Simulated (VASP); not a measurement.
# InSe (P6_3/mmc) in VASP: a series of runs

Runs on InSe. Level: PBE. Tasks: relaxation of cell and atoms, single point.

Everything below comes from runs of VASP 6.6.1. Logs are shortened: lines on timing, memory, paths and dates and some standing lists are left out, and cuts for length are marked.

## 1. The cell of the first run

It takes space group P6_3/mmc (No. 194, hexagonal). Conventional cell: a = 4.050 Å, b = 4.050 Å, c = 16.930 Å, α = 90.00°, β = 90.00°, γ = 120.00°. In (site symmetry 3m) has 3 Se at 2.52 Å and 1 In at 3.15 Å within 3.3 Å. Within 3.3 Å of Se (site symmetry 3m) lie 3 In at 2.52 Å.

## 2. Relaxation of cell and atoms, PBE

The input, INCAR:

```
SYSTEM = InSe
  PREC = Accurate
  ENCUT = 600
  EDIFF = 1E-7
  ISMEAR = 0
  SIGMA = 0.1
  LREAL = .FALSE.
  LASPH = .TRUE.
  NELM = 100
  ALGO = Normal
  ISIF = 3
  LWAVE = .FALSE.
  LCHARG = .FALSE.
  GGA = PE
  IBRION = 2
  NSW = 90
  EDIFFG = -0.04
```

The input, KPOINTS:

```
Automatic mesh
0
G
  6 6 1
  0 0 0
```

The input, POSCAR:

```
InSe
1.0
    4.0499987100      0.0000000000      0.0000000000
   -2.0249993600      3.5074017700      0.0000000000
    0.0000000000      0.0000000000     16.9300003100
In Se
4 4
Direct
    0.3333333300      0.6666666700      0.1570000100
    0.6666666700      0.3333333300      0.6570000100
    0.3333333300      0.6666666700      0.3429999900
    0.6666666700      0.3333333300      0.8429999900
    0.3333333300      0.6666666700      0.6020000000
    0.6666666700      0.3333333300      0.1020000000
    0.3333333300      0.6666666700      0.8980000000
    0.6666666700      0.3333333300      0.3980000000
```

Potentials or basis: VASP PAW PBE potentials, release 64 (In_d, Se).

The run is started by

```sh
cat potpaw_PBE.64/In_d/POTCAR potpaw_PBE.64/Se/POTCAR > POTCAR
mpirun -np 1 vasp_std > vasp.out
```

OUTCAR:

```text
SYSTEM = InSe
   PREC = Accurate
   ENCUT = 600
   EDIFF = 1E-7
   ISMEAR = 0
   LREAL = .FALSE.
   LASPH = .TRUE.
   NELM = 100
   ISIF = 3
   GGA = PE
   IBRION = 2
   NSW = 90
   EDIFFG = -0.04

 ion  position               nearest neighbor table
   1  0.333  0.667  0.157-   6 2.52   6 2.52   6 2.52   3 3.15
   2  0.667  0.333  0.657-   5 2.52   5 2.52   5 2.52   4 3.15
   3  0.333  0.667  0.343-   8 2.52   8 2.52   8 2.52   1 3.15
   4  0.667  0.333  0.843-   7 2.52   7 2.52   7 2.52   2 3.15
   5  0.333  0.667  0.602-   2 2.52   2 2.52   2 2.52
   6  0.667  0.333  0.102-   1 2.52   1 2.52   1 2.52
   7  0.333  0.667  0.898-   4 2.52   4 2.52   4 2.52
   8  0.667  0.333  0.398-   3 2.52   3 2.52   3 2.52

  LATTYP: Found a hexagonal cell.
 ALAT       =     4.0499987100
 C/A-ratio  =     4.1802483216

  Lattice vectors:

 A1 = (   4.0499987100,   0.0000000000,   0.0000000000)
 A2 = (  -2.0249993600,   3.5074017700,   0.0000000000)
 A3 = (   0.0000000000,   0.0000000000,  16.9300003100)

Analysis of symmetry for initial positions (statically):
=====================================================================
 Subroutine PRICEL returns:
 Original cell was already a primitive cell.

 Routine SETGRP: Setting up the symmetry group for a
 hexagonal supercell.

 Subroutine GETGRP returns: Found 24 space group operations
 (whereof 12 operations were pure point group operations)
 out of a pool of 24 trial point group operations.

The static configuration has the point symmetry D_3d.
 The point group associated with its full space group is D_6h.

Analysis of symmetry for dynamics (positions and initial velocities):
=====================================================================
 Subroutine PRICEL returns:
 Original cell was already a primitive cell.

 Routine SETGRP: Setting up the symmetry group for a
 hexagonal supercell.

 Subroutine GETGRP returns: Found 24 space group operations
 (whereof 12 operations were pure point group operations)
 out of a pool of 24 trial point group operations.

The dynamic configuration has the point symmetry D_3d.
 The point group associated with its full space group is D_6h.

 Subroutine INISYM returns: Found 24 space group operations
 (whereof 12 operations are pure point group operations),
 and found     1 'primitive' translations

----------------------------------------------------------------------------------------

                                     Primitive cell

  volume of cell :     240.4902

  direct lattice vectors                    reciprocal lattice vectors
     4.049998710  0.000000000  0.000000000     0.246913659  0.142555668  0.000000000
    -2.024999360  3.507401770  0.000000000     0.000000000  0.285111335  0.000000000
     0.000000000  0.000000000 16.930000310     0.000000000  0.000000000  0.059066744

  length of vectors
     4.049998710  4.049998714 16.930000310     0.285111335  0.285111335  0.059066744

  position of ions in fractional coordinates (direct lattice)
     0.333333330  0.666666670  0.157000010
     0.666666670  0.333333330  0.657000010
     0.333333330  0.666666670  0.342999990
     0.666666670  0.333333330  0.842999990
     0.333333330  0.666666670  0.602000000
     0.666666670  0.333333330  0.102000000
     0.333333330  0.666666670  0.898000000
     0.666666670  0.333333330  0.398000000

  ion indices of the primitive-cell ions
   primitive index   ion index
                 1           1
                 2           2
                 3           3
                 4           4
                 5           5
                 6           6
                 7           7
                 8           8

----------------------------------------------------------------------------------------

 KPOINTS: Automatic mesh

Automatic generation of k-mesh.
 Grid dimensions read from file:
 generate k-points for:    6    6    1

 Generating k-lattice:

  Cartesian coordinates                     Fractional coordinates (reciprocal lattice)
     0.041152276  0.023759278  0.000000000     0.166666667  0.000000000  0.000000000
     0.000000000  0.047518556  0.000000000     0.000000000  0.166666667  0.000000000
     0.000000000  0.000000000  0.059066744     0.000000000  0.000000000  1.000000000

  Length of vectors
     0.047518556  0.047518556  0.059066744

  Shift w.r.t. Gamma in fractional coordinates (k-lattice)
     0.000000000  0.000000000  0.000000000

 Subroutine IBZKPT returns following result:
 ===========================================

 Found      7 irreducible k-points:

 Following reciprocal coordinates:
            Coordinates               Weight
  0.000000  0.000000  0.000000      1.000000
  0.166667 -0.000000  0.000000      6.000000
  0.333333 -0.000000  0.000000      6.000000
  0.500000 -0.000000  0.000000      3.000000
  0.166667  0.166667  0.000000      6.000000
  0.333333  0.166667  0.000000     12.000000
  0.333333  0.333333  0.000000      2.000000
   k-points           NKPTS =      7   k-points in BZ     NKDIM =      7   number of bands    NBANDS=     45
   number of dos      NEDOS =    301   number of ions     NIONS =      8
   total plane-waves  NPLWV = 143360
   dimension x,y,z NGX =    32 NGY =   32 NGZ =  140
   dimension x,y,z NGXF=    64 NGYF=   64 NGZF=  280
   ions per type =               4   4
   NGX,Y,Z   is equivalent  to a cutoff of  13.14, 13.14, 13.75 a.u.
   NGXF,Y,Z  is equivalent  to a cutoff of  26.27, 26.27, 27.49 a.u.
 SYSTEM =  InSe
   PREC   = accura    normal or accurate (medium, high low for compatibility)
   ISTART =      0    job   : 0-new  1-cont  2-samecut
   ICHARG =      2    charge: 1-file 2-atom 10-const
   ISPIN  =      1    spin polarized calculation?
   LNONCOLLINEAR =      F non collinear calculations
   LSORBIT =      F    spin-orbit coupling
   LASPH  =      T    aspherical Exc in radial PAW
   ENCUT  =  600.0 eV  44.10 Ry    6.64 a.u.   8.09  8.09 33.81*2*pi/ulx,y,z
   NELM   =    100;   NELMIN=  2; NELMDL= -5     # of ELM steps
   EDIFF  = 0.1E-06   stopping-criterion for ELM
   LREAL  =      F    real-space projection
   EDIFFG = -.4E-01   stopping-criterion for IOM
   NSW    =     90    number of steps for IOM
   IBRION =      2    ionic relax: 0-MD 1-quasi-New 2-CG
   NFREE  =      1    steps in history (QN), initial steepest desc. (CG)
   ISIF   =      3    stress and relaxation
   ISYM   =      2    0-nonsym 1-usesym 2-fastsym
   POTIM  = 0.5000    time-step for ionic-motion
   TEBEG  =    0.0;   TEEND  =   0.0 temperature during run
   PSTRESS=    0.0 pullay stress
   NELECT =      76.0000    total number of electrons
   NUPDOWN=      -1.0000    fix difference up-down
   EMIN   =  10.00;   EMAX   =-10.00  energy-range for DOS
   EFERMI =   0.00;   METHOD = LEGACY
   ISMEAR =     0;   SIGMA  =   0.10  broadening in eV -4-tet -1-fermi 0-gaus
   EFERMI_NEDOS =   21; number of points for ismear=-14 and -15
   IALGO  =     38    algorithm
   IMIX   =      4    mixing-type and parameters
     AMIX     =   0.40;   BMIX     =  1.00
     AMIX_MAG =   1.60;   BMIX_MAG =  1.00
  volume/ion in A,a.u.               =      30.06       202.86
  Fermi-wavevector in a.u.,A,eV,Ry     =   1.115099  2.107232 16.918118  1.243447
  Thomas-Fermi vector in A             =   2.251701
   LORBIT       =      0    0 simple, 1 ext, 2 COOP (PROOUT), +10 PAW based schemes
   GGA     = PE    functional components
   LHFCALC =     F    Hartree Fock is set to
   AEXX    =    0.0000 exact exchange contribution
   IVDW    =     0    specifies the selected vdW correction
   LEPSILON=     F    determine dielectric tensor
   LRPA    =     F    only Hartree local field effects (RPA)
 conjugate gradient relaxation of ions
 non-spin polarized calculation
 Gauss-broadening in eV      SIGMA  =   0.10
  energy-cutoff  :      600.00
  volume of cell :      240.49
 maximum number of plane-waves:      8054
   NGX = 17   NGY = 17   NGZ = 67

--------------------------------------- Ionic step        1  -------------------------------------------

 number of electron      75.9999998 magnetization

 Free energy of the ion-electron system (eV)
  ---------------------------------------------------
  ext. energy  EPLUGINS =         0.00000000
  ---------------------------------------------------
  free energy    TOTEN  =       -26.48207045 eV

  energy without entropy =      -26.47586605  energy(sigma->0) =      -26.47896825

------------------------ aborting loop because EDIFF is reached ----------------------------------------

  FORCE on cell =-STRESS in cart. coord.  units (eV):
  Direction    XX          YY          ZZ          XY          YZ          ZX
  --------------------------------------------------------------------------------------
  -------------------------------------------------------------------------------------
  Total       16.0036676     16.0036676      2.8455327     -0.0000000     -0.0000000      0.0000000
  in kB      106.6185414    106.6185415     18.9573137     -0.0000002     -0.0000000      0.0000000
  external PRESSURE =      77.3981322 kB  Pullay stress =       0.0000000 kB
[... 107 lines left out ...]
  FREE ENERGIE OF THE ION-ELECTRON SYSTEM (eV)
  ---------------------------------------------------
  free  energy   TOTEN  =       -28.0508489305 eV

  energy  without entropy=      -28.0480245874  energy(sigma->0) =      -28.04943676

[... ionic steps 4 to 19 ...]

--------------------------------------- Ionic step       20  -------------------------------------------

 number of electron      75.9999982 magnetization

------------------------ aborting loop because EDIFF is reached ----------------------------------------

  FORCE on cell =-STRESS in cart. coord.  units (eV):
  Direction    XX          YY          ZZ          XY          YZ          ZX
  --------------------------------------------------------------------------------------
  -------------------------------------------------------------------------------------
  Total       -0.3034531     -0.3034531     -0.1970384      0.0000000      0.0000000      0.0000000
  in kB       -1.8377495     -1.8377495     -1.1932885      0.0000000      0.0000000      0.0000000
  external PRESSURE =      -1.6229292 kB  Pullay stress =       0.0000000 kB
[... 69 lines left out ...]
  energy  without entropy=      -28.4261926723  energy(sigma->0) =      -28.42619268

--------------------------------------- Ionic step       22  -------------------------------------------

 number of electron      76.0000003 magnetization

 Free energy of the ion-electron system (eV)
  ---------------------------------------------------
  ext. energy  EPLUGINS =         0.00000000
  ---------------------------------------------------
  free energy    TOTEN  =       -28.42865526 eV

  energy without entropy =      -28.42865526  energy(sigma->0) =      -28.42865526

 E-fermi :   2.8713     XC(G=0):  -8.1431

 val. band max:        2.4832698629   @ k =   0.0000   0.0000   0.0000
 cond. band min:       3.2585389697   @ k =   0.0000   0.0000   0.0000
 fundamental gap:      0.7752691068
 Fermi energy:         2.8713084672

 k-point     1 :       0.0000    0.0000    0.0000
  band No.  band energies     occupation
      1     -11.8879      2.00000
      2     -11.8879      2.00000
      3     -11.7182      2.00000
      4     -11.7182      2.00000
      5     -11.7182      2.00000
      6     -11.7182      2.00000
[... 360 lines left out ...]
  FREE ENERGIE OF THE ION-ELECTRON SYSTEM (eV)
  ---------------------------------------------------
  free  energy   TOTEN  =       -28.4286552648 eV

  energy  without entropy=      -28.4286552638  energy(sigma->0) =      -28.42865526

 reached required accuracy - stopping structural energy minimisation
```

Run time: 21 min. Hardware: 1 thread of AMD EPYC 9R14 (Zen 4), shared host; peak memory 0.39 GiB.

What came out:

- Free energy: -28.4287 eV
- Relaxed volume: 33.75 Å³/atom
- Relaxed cell: a = 4.086 Å, b = 4.086 Å, c = 18.673 Å, α = 90.00°, β = 90.00°, γ = 120.00°
- Space group after relaxing (to 0.1 Å): P6_3/mmc (No. 194)
- Energy gained by relaxing: 243.3 meV/atom
- Ionic steps: 22
- Pressure after relaxing: 0.0 GPa
- Largest force after relaxing: 0.010 eV/Å
- Band gap on the k mesh: 0.78 eV

Forces on the atoms (eV/Å):
```
In   0.000  0.000  0.010
In   0.000  0.000  0.010
In   0.000  0.000 -0.010
In   0.000  0.000 -0.010
Se   0.000  0.000  0.000
Se   0.000  0.000  0.000
Se   0.000  0.000  0.000
Se   0.000  0.000  0.000
```

Step by step:
| step | energy change (eV) | largest force (eV/Å) | pressure (GPa) | volume (Å³) |
| --- | --- | --- | --- | --- |
| 1 | 0.0000 | 2.8766 | 7.74 | 240.49 |
| 2 | -1.1679 | 0.4796 | -4.10 | 294.11 |
| 3 | -1.5688 | 0.7953 | -1.45 | 273.36 |
| 4 | -1.7485 | 0.4126 | -0.90 | 264.82 |
| 5 | -1.8119 | 0.1266 | -0.14 | 256.55 |
| 6 | -1.8759 | 0.1037 | 0.35 | 252.53 |
| 7 | -1.8924 | 0.2116 | 0.89 | 248.48 |
| 8 | -1.8953 | 0.2552 | -0.40 | 253.70 |
| 9 | -1.9070 | 0.0813 | 0.20 | 251.25 |
| 10 | -1.9109 | 0.0920 | 0.04 | 252.54 |
| 11 | -1.9114 | 0.0973 | -0.03 | 253.19 |
| 12 | -1.9146 | 0.0512 | 0.04 | 253.78 |
| 13 | -1.9166 | 0.0975 | 0.16 | 254.66 |
| 14 | -1.9192 | 0.0924 | 0.06 | 255.75 |
| 15 | -1.9242 | 0.0780 | -0.21 | 259.03 |
| 16 | -1.9236 | 0.0895 | -0.69 | 265.65 |
| 17 | -1.9257 | 0.0644 | -0.42 | 261.94 |
| 18 | -1.9275 | 0.0663 | -0.40 | 262.20 |
| 19 | -1.9320 | 0.0720 | -0.32 | 262.99 |
| 20 | -1.9389 | 0.0837 | -0.16 | 264.55 |
| 21 | -1.9441 | 0.1056 | 0.19 | 267.61 |
| 22 | -1.9466 | 0.0101 | 0.03 | 270.00 |

Final structure:
```
In Se
1.0
     4.08610    0.00000    0.00000
    -2.04305    3.53867    0.00000
     0.00000    0.00000   18.67323
In Se
4 4
Direct
  0.33333 0.66667 0.17433
  0.66667 0.33333 0.67433
  0.33333 0.66667 0.32567
  0.66667 0.33333 0.82567
  0.33333 0.66667 0.60604
  0.66667 0.33333 0.10604
  0.33333 0.66667 0.89396
  0.66667 0.33333 0.39396
```

Levels at points of the mesh, in eV from the valence-band top:
```tsv
k point	band 36	band 37	band 38	band 39	band 40	band 41
(0.00, 0.00, 0.00)	-0.83	-0.75	0.00	0.78	1.44	2.28
(0.50, 0.00, 0.00)	-1.71	-1.34	-1.14	1.68	1.79	1.99
```

Caveat: spin-orbit coupling is left out, which moves the levels of the heavy elements; this functional lacks dispersion, which binds the layers, so the pressure and a relaxed spacing across them are unreliable. A hybrid or GW would open this gap; PBE tends to underestimate it.

## 3. Single point, PBE (32.80 Å³/atom)

This run uses another cell than the first one, of 32.80 Å³/atom.

The input, INCAR:

```
SYSTEM = InSe
PREC     = Accurate       ! precision mode
ENCUT    = 520            ! plane-wave cutoff, eV
EDIFF    = 1E-7           ! SCF threshold, eV
ISMEAR   = 0              ! smearing method
SIGMA    = 0.02           ! smearing width, eV
LREAL    = .False.        ! projectors in reciprocal space
LASPH    = .True.         ! aspherical terms in the spheres
NELM     = 80             ! most SCF steps
ALGO     = Normal         ! electronic algorithm
ISIF     = 2              ! what is computed and relaxed
LWAVE    = .False.        ! write WAVECAR
LCHARG   = .False.        ! write CHGCAR
GGA      = PE             ! functional
NBANDS   = 48             ! bands
```

The input, KPOINTS:

```
regular mesh
0
Gamma
  12 12 2
  0 0 0
```

The input, POSCAR:

```
InSe
1.0
    4.0787122622      0.0000000000      0.0000000000
   -2.0393561311      3.5322684338      0.0000000000
    0.0000000000      0.0000000000     18.2158978498
In Se
4 4
Direct
    0.3333333333      0.6666666667      0.1724674677
    0.6666666667      0.3333333333      0.6724674677
    0.3333333333      0.6666666667      0.3275325323
    0.6666666667      0.3333333333      0.8275325323
    0.3333333333      0.6666666667      0.6023185495
    0.6666666667      0.3333333333      0.1023185495
    0.3333333333      0.6666666667      0.8976814505
    0.6666666667      0.3333333333      0.3976814505
```

Potentials or basis: VASP PAW PBE potentials, release 64 (In_d, Se).

The run is started by

```sh
cat potpaw_PBE.64/In_d/POTCAR potpaw_PBE.64/Se/POTCAR > POTCAR
mpirun -np 1 vasp_std > vasp.out
```

It took 4.8 min on 1 thread of Intel Xeon 6975P-C (Granite Rapids), shared host; peak memory 0.56 GiB.

It converged, with:

* Free energy: -28.4480 eV
* Pressure: 0.2 GPa
* Largest force: 0.010 eV/Å
* Band gap on the k mesh: 0.67 eV

Forces in eV/Å, atoms in the order of the input:
```
In   0.000  0.000  0.010
In   0.000  0.000  0.010
In   0.000  0.000 -0.010
In   0.000  0.000 -0.010
Se   0.000  0.000 -0.005
Se   0.000  0.000 -0.005
Se   0.000  0.000  0.005
Se   0.000  0.000  0.005
```

Stress tensor (GPa, compression positive):
```
0.20 0.00 0.00
0.00 0.20 0.00
0.00 0.00 0.09
```

Levels at points of the mesh, in eV from the valence-band top:
```tsv
k point	band 36	band 37	band 38	band 39	band 40	band 41
(0.00, 0.00, 0.00)	-0.89	-0.89	0.00	0.67	1.47	2.23
(0.50, 0.00, 0.00)	-1.77	-1.47	-1.19	1.56	1.67	1.96
(0.00, 0.00, 0.50)	-0.91	-0.54	-0.54	1.15	1.15	2.25
(0.50, 0.00, 0.50)	-1.81	-1.34	-1.34	1.75	1.75	1.85
```

Caveat: spin-orbit coupling is left out, which moves the levels of the heavy elements; this functional lacks dispersion, which binds the layers, so the pressure and a relaxed spacing across them are unreliable. A k mesh can miss the band edges.
